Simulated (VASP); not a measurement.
Here is a VASP 6.6.1 calculation.

Contents of INCAR:

```
SYSTEM = CsI
  ALGO = Normal
  EDIFF = 1E-6
  ENCUT = 500
  GGA = PE
  GGA_COMPAT = .FALSE.
  ISIF = 2
  ISMEAR = -5
  LASPH = .TRUE.
  LCHARG = .TRUE.
  LNONCOLLINEAR = .TRUE.
  LORBIT = 11
  LORBMOM = .TRUE.
  LREAL = .FALSE.
  LSORBIT = .TRUE.
  LVHAR = .TRUE.
  LWAVE = .FALSE.
  MAGMOM = 0 0 0 0 0 0
  NBANDS = 28
  NELM = 200
  PREC = Accurate
  SIGMA = 0.1
```

File KPOINTS:

```
k-points
0
G
  6 6 6
  0 0 0
```

Contents of POSCAR:

```
CsI
1.0
    4.6675714917      0.0000000000      0.0000000000
    0.0000000000      4.6675714917      0.0000000000
    0.0000000000      0.0000000000      4.6675714917
Cs I
1 1
Direct
    0.0000000000      0.0000000000      0.0000000000
    0.5000000000      0.5000000000      0.5000000000
```

Potentials or basis: VASP PAW PBE potentials, release 64 (Cs_sv, I).

Run with:

```bash
$ cat potpaw_PBE.64/Cs_sv/POTCAR potpaw_PBE.64/I/POTCAR > POTCAR
$ mpirun -np 1 vasp_ncl > vasp.out
```

Q: Predict the net moment.

A: 0.00 μB per cell.

Q: Estimate the pressure.

A: 0.0 GPa.

Moments on the atoms (μB; x, y, z):
```
Cs  0.00 0.00 0.00
I   0.00 0.00 0.00
```
